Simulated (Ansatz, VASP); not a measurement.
# One calculation of MgO, two programs

File POSCAR:

```
MgO
1.0
    3.4863778627      0.0000000000      0.0000000000
   -1.7431889314      3.0192917963      0.0000000000
    0.0000000000      0.0000000000      4.1780412200
Mg O
2 2
Direct
    0.6666666667      0.3333333333      0.7500000000
    0.3333333333      0.6666666667      0.2500000000
    0.7146543683      0.3684627691      0.1781960172
    0.3333333333      0.6666666667      0.7500000000
```

File INCAR.step1:

```
SYSTEM = MgO
  ALGO = Normal
  EDIFF = 1E-4
  ENCUT = 520
  GGA = PE
  ISMEAR = 1
  LASPH = .True.
  LCHARG = .False.
  LREAL = .False.
  LWAVE = .True.
  NBANDS = 16
  NELM = 100
  PREC = Accurate
  SIGMA = 0.02
```

Contents of INCAR.step2:

```
SYSTEM = MgO
  ALGO = Normal
  EDIFF = 1E-6
  ENCUT = 520
  ISIF = 2
  ISMEAR = 1
  ISTART = 1
  LASPH = .True.
  LCHARG = .True.
  LELF = .True.
  LMIXTAU = .True.
  LREAL = .False.
  LVHAR = .True.
  LWAVE = .False.
  METAGGA = R2SCAN
  NBANDS = 16
  NELM = 100
  PREC = Accurate
  SIGMA = 0.02
```

KPOINTS

```
k-points
0
Gamma
  6 6 6
  0 0 0
```

Input for Ansatz:

```yaml
crystal:
  lattice:
    - [3.4863778627, 0.0, 0.0]
    - [-1.7431889314, 3.0192917963, 0.0]
    - [0.0, 0.0, 4.17804122]
  atoms:
    - { symbol: Mg, position: [0.6666666667, 0.3333333333, 0.75] }
    - { symbol: Mg, position: [0.3333333333, 0.6666666667, 0.25] }
    - { symbol: O, position: [0.7146543683, 0.3684627691, 0.1781960172] }
    - { symbol: O, position: [0.3333333333, 0.6666666667, 0.75] }
basis:
  ecutwfc: 500
kpoints:
  mp_grid: { grid: [6, 6, 6] }
hamiltonian:
  xc: r2scan
scf:
  occupations: { method: cold, width: 0.02 }
output:
  forces: true
  stress: true
  eigenvalues: true
```

Alike in both runs: task single point; functional r2SCAN; k mesh 6 × 6 × 6; no spin polarisation.

|  | VASP | Ansatz |
| --- | --- | --- |
| version | VASP 6.6.1 | Ansatz 0.2.0 |
| potentials or method | VASP PAW PBE potentials, release 64 (Mg, O), cutoff 520 eV | scalar-relativistic, plane waves, PAW |
| occupations | methfessel-paxton of order 1, width 0.02 eV | cold, width 0.02 eV |
| valence electrons in the cell | 16 | 32 |

Ansatz gave:

| Quantity | Value |
| --- | --- |
| gap on the k mesh at the Fermi level (eV) | 4.04 |
| least direct gap on the mesh (eV) | 4.04 |
| pressure (GPa) | 6.1 |
| traceless stress, the component that is largest in VASP (GPa) | 8.85 |
| rms of the force components (eV/Å) | 1.652 |

**Question.** Estimate VASP's values.

**Answer.** gap on the k mesh at the Fermi level (eV): 4.03; least direct gap on the mesh (eV): 4.03; pressure (GPa): 5.6; traceless stress, the component that is largest in VASP (GPa): 8.93; rms of the force components (eV/Å): 1.677.

VASP's potentials were made for PBE, not for r2SCAN. Atom by atom the forces differ by 0.026 eV/Å (rms over components). VASP's potentials hold 16 valence electrons a cell and Ansatz's 32, so a difference there can come from the potentials and not from the codes.
